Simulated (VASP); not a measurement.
Wanted: the native input for a VASP 6.6.1 run.

| Item | Value |
| --- | --- |
| Task | single point |
| Functional | LDA |
| Potentials or basis | VASP PAW LDA potentials, release 64 (C_h, Cl, H_h, F_h) |
| Cutoff | 1010 eV |
| k mesh | 1 × 1 × 1 |
| Occupations | fermi-dirac, width 0.02 eV |
| Spin | no spin polarisation |
| Dipole correction | no |
| Further INCAR settings | LREAL = Auto; ALGO = Normal; EDIFF = 1e-06; NBANDS = 118 |

The structure of H3C2ClF4 lies in POSCAR:

```
H3C2ClF4
1.0
    8.3663050000      0.0000000000      0.0000000000
    0.0000000000      8.3663050000      0.0000000000
    0.0000000000      0.0000000000      8.3663050000
C Cl H F
8 4 12 16
Direct
    0.9407856873      0.7862252213      0.6227241297
    0.6344377835      0.0259373762      0.7303821699
    0.2471819997      0.7590447635      0.0731147143
    0.9950509813      0.2695813743      0.4984398728
    0.5556455329      0.5668213148      0.3555093915
    0.6304455790      0.5286204603      0.8058157096
    0.0663733871      0.2536006039      0.0148452632
    0.6050699801      0.1018848823      0.2312370873
    1.0159443147      0.9572326134      0.7197801180
    0.4199942507     -0.0121319985      0.7148436496
    0.1663577888      0.7072895382      0.2529671103
    1.0999957568      0.3835265389      0.6431154494
    0.8069631695      0.7636943669      0.6502990269
    0.9575672893      0.7877073571      0.4936587896
    1.0025214237      0.6850575015      0.6749694160
    0.6692560216      0.1062476207      0.6282821389
    0.6679053656      0.0863224566      0.8455106526
    0.6989465481     -0.0890118158      0.7179274483
    0.3460069887      0.8446739630      0.0971635626
    0.2807810617      0.6481236340      0.0176063388
    0.1508790320      0.8069512168     -0.0112116400
    0.9427459314      0.3719802230      0.4282535719
    1.0817320191      0.2169057905      0.4268670578
    0.8790140928      0.2086942802      0.5324333741
    0.6971655946      0.5164286982      0.3912599409
    0.5401787288      0.7182382187      0.4009655397
    0.5282260209      0.5404416884      0.2064949820
    0.4423099564      0.4837141366      0.4351263790
    0.7306092714      0.6196881419      0.8931780517
    0.5446609943      0.4341462569      0.8944450388
    0.5421150675      0.6323699650      0.7139950074
    0.7082098967      0.4290065925      0.7081859913
    0.1320176589      0.3964354634      0.0131479787
    0.0324157439      0.2073436242      0.1630588414
   -0.0747522353      0.2664736703     -0.0595603435
    0.1563294668      0.1514288566     -0.0571100384
    0.6113690572      0.1749517858      0.3807654634
    0.6090024210      0.2123876670      0.1167660036
    0.7302506901      0.0076138749      0.2385760500
    0.4802119932      0.0212877728      0.2190931361
```

The input as run:

INCAR

```
SYSTEM = H3C2ClF4
PREC = Accurate
ENCUT = 1010
EDIFF = 1E-6
ISMEAR = -1
SIGMA = 0.02
LREAL = Auto
LASPH = .TRUE.
NELM = 120
ALGO = Normal
ISIF = 2
LWAVE = .FALSE.
LCHARG = .FALSE.
GGA = CA
NBANDS = 118
GGA_COMPAT = .FALSE.
```

KPOINTS

```
regular mesh
0
G
  1 1 1
  0 0 0
```

Potentials or basis: VASP PAW LDA potentials, release 64 (C_h, Cl, H_h, F_h).

Run with:

```console
$ cat potpaw_LDA.64/C_h/POTCAR potpaw_LDA.64/Cl/POTCAR potpaw_LDA.64/H_h/POTCAR potpaw_LDA.64/F_h/POTCAR > POTCAR
$ mpirun -np 1 vasp_gam > vasp.out
```

It gave:

The pressure is -0.2 GPa, the largest force is 4.181 eV/Å and the band gap on the k mesh is 5.16 eV.

Caveat: the k points lie up to 0.75 Å⁻¹ apart.

Run time: 5.6 min on 1 thread of Intel(R) Xeon(R) 6975P-C (Granite Rapids), on a shared host, peak memory 0.89 GiB.
